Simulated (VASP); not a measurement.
A run of VASP 6.6.1:

Contents of POSCAR:

```
SrAl2H2
1.0
    4.5211718351      0.0000000000      0.0000000000
   -2.2605859176      3.9154496641      0.0000000000
    0.0000000000      0.0000000000      4.7671039813
Sr Al H
1 2 2
Direct
    0.0000000000      0.0000000000      0.0000000000
    0.3333333333      0.6666666667      0.4592165765
    0.6666666667      0.3333333333      0.5407834235
    0.3333333333      0.6666666667      0.1029242737
    0.6666666667      0.3333333333      0.8970757263
```

INCAR.step1

```
  ALGO = Normal
  EDIFF = 1E-4
  ENCUT = 520
  GGA = PE
  ISMEAR = -5
  LASPH = True
  LCHARG = False
  LREAL = False
  LWAVE = True
  NELM = 100
  PREC = Accurate
  SIGMA = 0.1
```

The input INCAR.step2:

```
  ALGO = Normal
  EDIFF = 1E-6
  ENCUT = 520
  ISIF = 2
  ISMEAR = 0
  ISTART = 1
  LASPH = True
  LCHARG = False
  LMIXTAU = True
  LORBIT = 10
  LREAL = False
  LWAVE = False
  METAGGA = R2SCAN
  NELM = 100
  PREC = Accurate
  SIGMA = 0.1
```

File KPOINTS:

```
k-points
0
Gamma
  9 9 8
```

Potentials or basis: VASP PAW PBE potentials, release 64 (Sr_sv, Al, H).

Command:

```console
$ cat potpaw_PBE.64/Sr_sv/POTCAR potpaw_PBE.64/Al/POTCAR potpaw_PBE.64/H/POTCAR > POTCAR
$ cp INCAR.step1 INCAR
$ mpirun -np 1 vasp_std > vasp.out
$ cp INCAR.step2 INCAR
$ mpirun -np 1 vasp_std > vasp.out
```

Hardware: 1 thread of Intel(R) Xeon(R) Platinum 8559C (Emerald Rapids), on a shared host.

Task: How long does it take, and how much memory?

Result: Wall time 2.3 min on 1 thread of Intel(R) Xeon(R) Platinum 8559C (Emerald Rapids) (shared host), peak memory 0.29 GiB. Counts: k points 81.
